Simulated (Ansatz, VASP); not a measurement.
## ScTa3: VASP beside Ansatz

Contents of INCAR:

```
PREC     = Accurate       # precision mode
ENCUT    = 600            # plane-wave cutoff, eV
EDIFF    = 1E-7           # SCF threshold, eV
ISMEAR   = 0              # smearing method
SIGMA    = 0.1            # smearing width, eV
LREAL    = F              # projectors in reciprocal space
LASPH    = T              # aspherical terms in the spheres
NELM     = 100            # most SCF steps
ALGO     = Normal         # electronic algorithm
ISIF     = 3              # what is computed and relaxed
LWAVE    = F              # write WAVECAR
LCHARG   = F              # write CHGCAR
GGA      = PE             # functional
IBRION   = 2              # ionic algorithm
NSW      = 90             # ionic steps
EDIFFG   = -0.04          # ionic threshold
```

File KPOINTS:

```
regular mesh
0
Gamma
  4 4 4
```

POSCAR

```
ScTa3
1.0
    4.0611395980      0.0000000000      0.0000000000
    0.0000000000      4.0611395980      0.0000000000
    0.0000000000      0.0000000000      4.0193967512
Sc Ta
1 3
Direct
    0.0000000000      0.0000000000      0.0000000000
    0.0000000000      0.5000000000      0.5000000000
    0.5000000000      0.0000000000      0.5000000000
    0.5000000000      0.5000000000      0.0000000000
```

Input for Ansatz:

```yaml
crystal:
  lattice:
    - [4.061139598, 0.0, 0.0]
    - [0.0, 4.061139598, 0.0]
    - [0.0, 0.0, 4.0193967512]
  atoms:
    - { symbol: Sc, position: [0.0, 0.0, 0.0] }
    - { symbol: Ta, position: [0.0, 0.5, 0.5] }
    - { symbol: Ta, position: [0.5, 0.0, 0.5] }
    - { symbol: Ta, position: [0.5, 0.5, 0.0] }
basis:
  ecutwfc: 420
kpoints:
  mp_grid: { grid: [4, 4, 4] }
hamiltonian:
  xc: pbe
scf:
  occupations: { method: gaussian, width: 0.1 }
  lower_state_search: "off"
output:
  forces: true
  stress: true
  eigenvalues: true
relax:
  adjacent_minimum: "off"
  f_tol: 0.04
  max_steps: 70
  cell: { stress_tol: 0.4 }
```

Alike in both runs: task relaxation of cell and atoms; functional PBE; k mesh 4 × 4 × 4; occupations gaussian, width 0.1 eV; no spin polarisation.

```csv
,VASP,Ansatz
version,VASP 6.6.1,Ansatz 0.2.0
potentials or method,"VASP PAW PBE potentials, release 64 (Sc_sv, Ta_pv), cutoff 600 eV","scalar-relativistic, plane waves, PAW"
valence electrons in the cell,44,50
```

VASP gave:

| Quantity | Value |
| --- | --- |
| gap on the k mesh at the Fermi level, each at its own relaxed structure (eV) | none |
| relaxed volume (Å³/atom) | 19.54 |
| relaxed length of the cell vector where the two differ most in proportion (Å) | 4.237 |

Q: Estimate Ansatz's values.

A: gap on the k mesh at the Fermi level, each at its own relaxed structure (eV): none; relaxed volume (Å³/atom): 19.50; relaxed length of the cell vector where the two differ most in proportion (Å): 4.231.

A gap of «none» marks a metal or a gap that the smearing closes. VASP's potentials hold 44 valence electrons a cell and Ansatz's 50, so a difference there can come from the potentials and not from the codes.

The k mesh is coarse, so the values compare programs but aren't converged. Spin-orbit coupling is off throughout. Noted on VASP's run: the volume moved by over 15 % at a fixed basis, so the end points are rough.
